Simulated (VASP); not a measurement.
# BaO (I4/mmm) in VASP: a series of runs

BaO is run at these levels: r2SCAN; tasks: single point.

Everything below comes from runs of VASP 6.6.1. Logs are shortened: lines on timing, memory, paths and dates and some standing lists are left out, and cuts for length are marked.

### Step 1. The cell of the first run

It takes space group I4/mmm (No. 139, tetragonal). The conventional cell has a = 3.920 Å, b = 3.920 Å, c = 5.517 Å, α = 90.00°, β = 90.00°, γ = 90.00°. Within 3.6 Å of Ba (site symmetry 4/mmm) lie 6 O at 2.76 to 2.77 Å. O (site symmetry 4/mmm) has 6 Ba at 2.76 to 2.77 Å within 3.6 Å.

### Step 2. Single point, r2SCAN (z stretched by -0.5 %, x and y held)

Input file POSCAR:

```
BaO
1.0
    0.0000000000      2.7721139118      2.7582533422
    2.7721139118      0.0000000000      2.7582533422
    2.7721139118      2.7721139118      0.0000000000
Ba O
1 1
Direct
    0.0000000000      0.0000000000      0.0000000000
    0.5000000000      0.5000000000      0.5000000000
```

Input file INCAR.step1:

```
  PREC = Accurate
  ENCUT = 660
  ISMEAR = 0
  SIGMA = 0.01
  LREAL = False
  LASPH = True
  NELM = 120
  NBANDS = 15
  GGA = PE
  ALGO = Normal
  EDIFF = 1E-5
  LWAVE = True
  LCHARG = False
  GGA_COMPAT = False
```

Input file INCAR.step2:

```
  PREC = Accurate
  ENCUT = 660
  EDIFF = 1E-6
  ISMEAR = 0
  SIGMA = 0.01
  LREAL = False
  LASPH = True
  NELM = 120
  ALGO = Normal
  ISIF = 2
  LWAVE = False
  LCHARG = False
  METAGGA = R2SCAN
  LMIXTAU = True
  NBANDS = 15
  ISTART = 1
  GGA_COMPAT = False
```

Input file KPOINTS:

```
regular mesh
0
Gamma
  8 8 8
```

Potentials or basis: VASP PAW PBE potentials, release 64 (Ba_sv, O).

Launch:

```
cat potpaw_PBE.64/Ba_sv/POTCAR potpaw_PBE.64/O/POTCAR > POTCAR
cp INCAR.step1 INCAR
mpirun -np 1 vasp_std > vasp.out
cp INCAR.step2 INCAR
mpirun -np 1 vasp_std > vasp.out
```

OUTCAR:

```text
PREC = Accurate
   ENCUT = 660
   EDIFF = 1E-6
   ISMEAR = 0
   LREAL = False
   LASPH = True
   NELM = 120
   ISIF = 2
   METAGGA = R2SCAN
   ISTART = 1

 ion  position               nearest neighbor table
   1  0.000  0.000  0.000-   2 2.76   2 2.76   2 2.77   2 2.77   2 2.77   2 2.77
   2  0.500  0.500  0.500-   1 2.76   1 2.76   1 2.77   1 2.77   1 2.77   1 2.77

  LATTYP: Found a body centered tetragonal cell.
 ALAT       =     3.9203610905
 C/A-ratio  =     1.4071424945

  Lattice vectors:

 A1 = (   0.0000000000,  -2.7721139118,  -2.7582533422)
 A2 = (   0.0000000000,   2.7721139118,  -2.7582533422)
 A3 = (   2.7721139118,   0.0000000000,   2.7582533422)

Analysis of symmetry for initial positions (statically):
=====================================================================
 Subroutine PRICEL returns:
 Original cell was already a primitive cell.

 Routine SETGRP: Setting up the symmetry group for a
 body centered tetragonal supercell.

 Subroutine GETGRP returns: Found 16 space group operations
 (whereof 16 operations were pure point group operations)
 out of a pool of 16 trial point group operations.

The static configuration has the point symmetry D_4h.

Analysis of symmetry for dynamics (positions and initial velocities):
=====================================================================
 Subroutine PRICEL returns:
 Original cell was already a primitive cell.

 Routine SETGRP: Setting up the symmetry group for a
 body centered tetragonal supercell.

 Subroutine GETGRP returns: Found 16 space group operations
 (whereof 16 operations were pure point group operations)
 out of a pool of 16 trial point group operations.

The dynamic configuration has the point symmetry D_4h.

 Subroutine INISYM returns: Found 16 space group operations
 (whereof 16 operations are pure point group operations),
 and found     1 'primitive' translations

----------------------------------------------------------------------------------------

                                     Primitive cell

  volume of cell :      42.3922

  direct lattice vectors                    reciprocal lattice vectors
     0.000000000  2.772113912  2.758253342    -0.180367768  0.180367768  0.181274139
     2.772113912  0.000000000  2.758253342     0.180367768 -0.180367768  0.181274139
     2.772113912  2.772113912  0.000000000     0.180367768  0.180367768 -0.181274139

  length of vectors
     3.910572470  3.910572470  3.920361091     0.312930307  0.312930307  0.312930307

  position of ions in fractional coordinates (direct lattice)
     0.000000000  0.000000000  0.000000000
     0.500000000  0.500000000  0.500000000

  ion indices of the primitive-cell ions
   primitive index   ion index
                 1           1
                 2           2

----------------------------------------------------------------------------------------

 KPOINTS: regular mesh

Automatic generation of k-mesh.
 Grid dimensions read from file:
 generate k-points for:    8    8    8

 Generating k-lattice:

  Cartesian coordinates                     Fractional coordinates (reciprocal lattice)
    -0.022545971  0.022545971  0.022659267     0.125000000  0.000000000  0.000000000
     0.022545971 -0.022545971  0.022659267     0.000000000  0.125000000  0.000000000
     0.022545971  0.022545971 -0.022659267    -0.000000000 -0.000000000  0.125000000

  Length of vectors
     0.039116288  0.039116288  0.039116288

  Shift w.r.t. Gamma in fractional coordinates (k-lattice)
     0.000000000  0.000000000  0.000000000

 Subroutine IBZKPT returns following result:
 ===========================================

 Found     59 irreducible k-points:

 Following reciprocal coordinates:
            Coordinates               Weight
  0.000000  0.000000  0.000000      1.000000
  0.125000  0.000000  0.000000      8.000000
  0.250000  0.000000  0.000000      8.000000
  0.375000  0.000000  0.000000      8.000000
  0.500000  0.000000  0.000000      4.000000
  0.125000  0.125000  0.000000      2.000000
[... 16 lines left out ...]
  0.250000  0.000000  0.125000     16.000000
  0.375000  0.000000  0.125000     16.000000
 [... further k-points ...]
   k-points           NKPTS =     59   k-points in BZ     NKDIM =     59   number of bands    NBANDS=     15
   number of dos      NEDOS =    301   number of ions     NIONS =      2
   total plane-waves  NPLWV =  46656
   dimension x,y,z NGX =    36 NGY =   36 NGZ =   36
   dimension x,y,z NGXF=    72 NGYF=   72 NGZF=   72
   ions per type =               1   1
   NGX,Y,Z   is equivalent  to a cutoff of  15.30, 15.30, 15.27 a.u.
   NGXF,Y,Z  is equivalent  to a cutoff of  30.61, 30.61, 30.53 a.u.
 SYSTEM =  unknown system
   PREC   = accura    normal or accurate (medium, high low for compatibility)
   ISTART =      1    job   : 0-new  1-cont  2-samecut
   ICHARG =      0    charge: 1-file 2-atom 10-const
   ISPIN  =      1    spin polarized calculation?
   LNONCOLLINEAR =      F non collinear calculations
   LSORBIT =      F    spin-orbit coupling
   LASPH  =      T    aspherical Exc in radial PAW
   ENCUT  =  660.0 eV  48.51 Ry    6.96 a.u.   8.19  8.19  8.21*2*pi/ulx,y,z
   NELM   =    120;   NELMIN=  2; NELMDL=  0     # of ELM steps
   EDIFF  = 0.1E-05   stopping-criterion for ELM
   LREAL  =      F    real-space projection
   EDIFFG = 0.1E-04   stopping-criterion for IOM
   NSW    =      0    number of steps for IOM
   IBRION =     -1    ionic relax: 0-MD 1-quasi-New 2-CG
   NFREE  =      0    steps in history (QN), initial steepest desc. (CG)
   ISIF   =      2    stress and relaxation
   ISYM   =      2    0-nonsym 1-usesym 2-fastsym
   POTIM  = 0.5000    time-step for ionic-motion
   TEBEG  =    0.0;   TEEND  =   0.0 temperature during run
   PSTRESS=    0.0 pullay stress
   NELECT =      16.0000    total number of electrons
   NUPDOWN=      -1.0000    fix difference up-down
   EMIN   =  10.00;   EMAX   =-10.00  energy-range for DOS
   EFERMI =   0.00;   METHOD = LEGACY
   ISMEAR =     0;   SIGMA  =   0.01  broadening in eV -4-tet -1-fermi 0-gaus
   EFERMI_NEDOS =   21; number of points for ismear=-14 and -15
   IALGO  =     38    algorithm
   IMIX   =      4    mixing-type and parameters
     AMIX     =   0.40;   BMIX     =  1.00
     AMIX_MAG =   1.60;   BMIX_MAG =  1.00
  volume/ion in A,a.u.               =      21.20       143.04
  Fermi-wavevector in a.u.,A,eV,Ry     =   1.183094  2.235724 19.044242  1.399712
  Thomas-Fermi vector in A             =   2.319336
   LORBIT       =      0    0 simple, 1 ext, 2 COOP (PROOUT), +10 PAW based schemes
   METAGGA = R2SCAN    functional components
   LHFCALC =     F    Hartree Fock is set to
   AEXX    =    0.0000 exact exchange contribution
   IVDW    =     0    specifies the selected vdW correction
   LEPSILON=     F    determine dielectric tensor
   LRPA    =     F    only Hartree local field effects (RPA)
 non-spin polarized calculation
 Gauss-broadening in eV      SIGMA  =   0.01
  energy-cutoff  :      660.00
  volume of cell :       42.39
 maximum number of plane-waves:      1652
 NGX is ok and might be reduce to    36
   NGX = 17   NGY = 17   NGZ = 17

 number of electron      16.0000001 magnetization

 Free energy of the ion-electron system (eV)
  ---------------------------------------------------
  ext. energy  EPLUGINS =         0.00000000
  ---------------------------------------------------
  free energy    TOTEN  =       -37.82355537 eV

  energy without entropy =      -37.82355537  energy(sigma->0) =      -37.82355537

 E-fermi :   1.7824     XC(G=0): -10.1764

 val. band max:        1.6870877472   @ k =   0.5000   0.5000   0.0000
 cond. band min:       3.9553467866   @ k =   0.5000   0.5000   0.0000
 fundamental gap:      2.2682590394
 Fermi energy:         1.7823852251

 k-point     1 :       0.0000    0.0000    0.0000
  band No.  band energies     occupation
      1     -25.0108      2.00000
      2     -14.3246      2.00000
      3      -9.0878      2.00000
      4      -9.0878      2.00000
      5      -9.0850      2.00000
      6       1.2791      2.00000
      7       1.2791      2.00000
      8       1.3036      2.00000
      9       5.8036      0.00000
     10       6.7765      0.00000
     11       6.7765      0.00000
     12       6.8115      0.00000
     13       9.1982      0.00000
     14       9.2745      0.00000
     15      12.0470      0.00000

 k-point     2 :       0.1250    0.0000    0.0000
  band No.  band energies     occupation
      1     -24.9725      2.00000
      2     -14.4256      2.00000
      3      -9.1311      2.00000
      4      -9.1065      2.00000
      5      -9.1021      2.00000
      6       0.9726      2.00000
      7       1.0834      2.00000
      8       1.0973      2.00000
      9       6.4044      0.00000
     10       6.6773      0.00000
     11       7.0749      0.00000
     12       7.0951      0.00000
     13       9.6036      0.00000
     14       9.6819      0.00000
     15      13.0419      0.00000

 k-point     3 :       0.2500    0.0000    0.0000
  band No.  band energies     occupation
      1     -24.8777      2.00000
      2     -14.6714      2.00000
      3      -9.2306      2.00000
      4      -9.1506      2.00000
      5      -9.1409      2.00000
      6       0.3660      2.00000
      7       0.6625      2.00000
      8       0.6690      2.00000
      9       6.5234      0.00000
     10       7.8816      0.00000
     11       7.8940      0.00000
     12       8.0360      0.00000
     13      10.6167      0.00000
     14      10.6961      0.00000
     15      15.1910      0.00000
[... 343 lines left out ...]
 k-point    23 :       0.2500    0.0000    0.1250
  band No.  band energies     occupation
      1     -24.8855      2.00000
      2     -14.6000      2.00000
      3      -9.2776      2.00000
      4      -9.2555      2.00000
      5      -9.1497      2.00000
      6       0.2706      2.00000
      7       1.0115      2.00000
      8       1.0843      2.00000
      9       5.8388      0.00000
     10       7.3535      0.00000
     11       8.2093      0.00000
     12       8.2524      0.00000
     13      10.1008      0.00000
     14      10.8343      0.00000
     15      15.0508      0.00000

 k-point    24 :       0.3750    0.0000    0.1250
  band No.  band energies     occupation
      1     -24.7889      2.00000
      2     -14.8142      2.00000
      3      -9.3843      2.00000
      4      -9.2959      2.00000
      5      -9.2883      2.00000
      6       0.1019      2.00000
      7       0.5348      2.00000
      8       0.6912      2.00000
      9       6.1965      0.00000
     10       8.1807      0.00000
     11       9.1537      0.00000
     12       9.5170      0.00000
     13      11.3997      0.00000
     14      11.7768      0.00000
     15      16.4398      0.00000

 [... further k-points ...]

------------------------ aborting loop because EDIFF is reached ----------------------------------------

  FORCE on cell =-STRESS in cart. coord.  units (eV):
  Direction    XX          YY          ZZ          XY          YZ          ZX
  --------------------------------------------------------------------------------------
  -------------------------------------------------------------------------------------
  Total        0.4767459      0.4767459      0.6221183      0.0000000     -0.0000000     -0.0000000
  in kB       18.0181926     18.0181926     23.5124181      0.0000000     -0.0000000     -0.0000000
  external PRESSURE =      19.8496011 kB  Pullay stress =       0.0000000 kB

 VOLUME and BASIS-vectors are now :
 -----------------------------------------------------------------------------
  energy-cutoff  :      660.00
  volume of cell :       42.39
      direct lattice vectors                 reciprocal lattice vectors
     0.000000000  2.772113912  2.758253342    -0.180367768  0.180367768  0.181274139
     2.772113912  0.000000000  2.758253342     0.180367768 -0.180367768  0.181274139
     2.772113912  2.772113912  0.000000000     0.180367768  0.180367768 -0.181274139

 POSITION                                       TOTAL-FORCE (eV/Angst)
 -----------------------------------------------------------------------------------
      0.00000      0.00000      0.00000        -0.000000     -0.000000     -0.000000
      2.77211      2.77211      2.75825         0.000000      0.000000      0.000000
 -----------------------------------------------------------------------------------
    total drift:                                0.000000      0.000000      0.000000

  FREE ENERGIE OF THE ION-ELECTRON SYSTEM (eV)
  ---------------------------------------------------
  free  energy   TOTEN  =       -37.8235553699 eV

  energy  without entropy=      -37.8235553699  energy(sigma->0) =      -37.82355537
```

Run time: 5.1 min. Hardware: 1 thread of Intel Xeon 8259CL, shared host; peak memory 0.25 GiB.

What came out:

```
Free energy            : -37.8236 eV
Pressure               : 2.0 GPa
Band gap on the k mesh : 2.27 eV
```

Levels at points of the mesh, in eV from the valence-band top:
| k point | band 4 | band 5 | band 6 | band 7 | band 8 | band 9 | band 10 | band 11 | band 12 | band 13 |
| --- | --- | --- | --- | --- | --- | --- | --- | --- | --- | --- |
| (0.00, 0.00, 0.00) | -10.77 | -10.77 | -0.41 | -0.41 | -0.38 | 4.12 | 5.09 | 5.09 | 5.12 | 7.51 |
| (0.50, 0.00, 0.00) | -10.90 | -10.88 | -2.00 | -1.53 | -1.53 | 5.30 | 7.64 | 7.65 | 8.69 | 11.14 |
| (0.50, 0.50, 0.00) | -11.37 | -11.37 | -0.20 | -0.20 | 0.00 | 2.27 | 6.56 | 9.53 | 9.97 | 10.22 |
| (0.50, 0.00, 0.50) | -11.36 | -11.35 | -0.21 | -0.18 | -0.03 | 2.29 | 6.56 | 9.54 | 9.97 | 10.19 |

Caveat: the cell differs from its parent crystal (z stretched by -0.5 %, x and y held); the PAW data sets were made with another functional, which shifts forces and pressure a little; spin-orbit coupling is left out, which moves the levels of the heavy elements.

### Step 3. Single point, r2SCAN (z stretched by +0.5 %, x and y held)

Input file POSCAR:

```
BaO
1.0
    0.0000000000      2.7721139118      2.7859744814
    2.7721139118      0.0000000000      2.7859744814
    2.7721139118      2.7721139118      0.0000000000
Ba O
1 1
Direct
    0.0000000000      0.0000000000      0.0000000000
    0.5000000000      0.5000000000      0.5000000000
```

Input file INCAR.step1:

```
SYSTEM = BaO
PREC = Accurate ; ENCUT = 660
ISMEAR = 0 ; SIGMA = 0.01
LREAL = .FALSE. ; LASPH = .TRUE.
NELM = 120 ; NBANDS = 15
GGA = PE ; ALGO = Normal
EDIFF = 1E-5 ; LWAVE = .TRUE.
LCHARG = .FALSE. ; GGA_COMPAT = .FALSE.
```

Input file INCAR.step2:

```
SYSTEM = BaO
PREC = Accurate ; ENCUT = 660
EDIFF = 1E-6 ; ISMEAR = 0
SIGMA = 0.01 ; LREAL = .FALSE.
LASPH = .TRUE. ; NELM = 120
ALGO = Normal ; ISIF = 2
LWAVE = .FALSE. ; LCHARG = .FALSE.
METAGGA = R2SCAN ; LMIXTAU = .TRUE.
NBANDS = 15 ; ISTART = 1
GGA_COMPAT = .FALSE.
```

Input file KPOINTS:

```
regular mesh
0
G
  8 8 8
  0 0 0
```

Potentials or basis: VASP PAW PBE potentials, release 64 (Ba_sv, O).

Launch:

```
cat potpaw_PBE.64/Ba_sv/POTCAR potpaw_PBE.64/O/POTCAR > POTCAR
cp INCAR.step1 INCAR
mpirun -np 1 vasp_std > vasp.out
cp INCAR.step2 INCAR
mpirun -np 1 vasp_std > vasp.out
```

It took 5.1 min on 1 thread of Intel Xeon 8259CL, shared host; peak memory 0.25 GiB.

Results (log left out):

```yaml
Free_energy: -37.8282 eV
Pressure: 1.2 GPa
Band_gap_on_the_k_mesh: 2.32 eV
```

Stress tensor (GPa, compression positive):
```
1.33 0.00 0.00
0.00 1.33 0.00
0.00 0.00 0.82
```

Levels at points of the mesh, in eV from the valence-band top:
| k point | band 5 | band 6 | band 7 | band 8 | band 9 | band 10 | band 11 | band 12 |
| --- | --- | --- | --- | --- | --- | --- | --- | --- |
| (0.00, 0.00, 0.00) | -10.78 | -0.38 | -0.35 | -0.35 | 4.08 | 5.10 | 5.13 | 5.13 |
| (0.50, 0.00, 0.00) | -10.89 | -1.95 | -1.48 | -1.47 | 5.30 | 7.62 | 7.63 | 8.65 |
| (0.50, 0.50, 0.00) | -11.34 | -0.17 | -0.17 | -0.03 | 2.34 | 6.53 | 9.51 | 9.91 |
| (0.50, 0.00, 0.50) | -11.35 | -0.19 | -0.16 | 0.00 | 2.32 | 6.53 | 9.50 | 9.91 |

Caveat: the cell differs from its parent crystal (z stretched by +0.5 %, x and y held); the PAW data sets were made with another functional, which shifts forces and pressure a little; spin-orbit coupling is left out, which moves the levels of the heavy elements. A k mesh can miss the band edges.
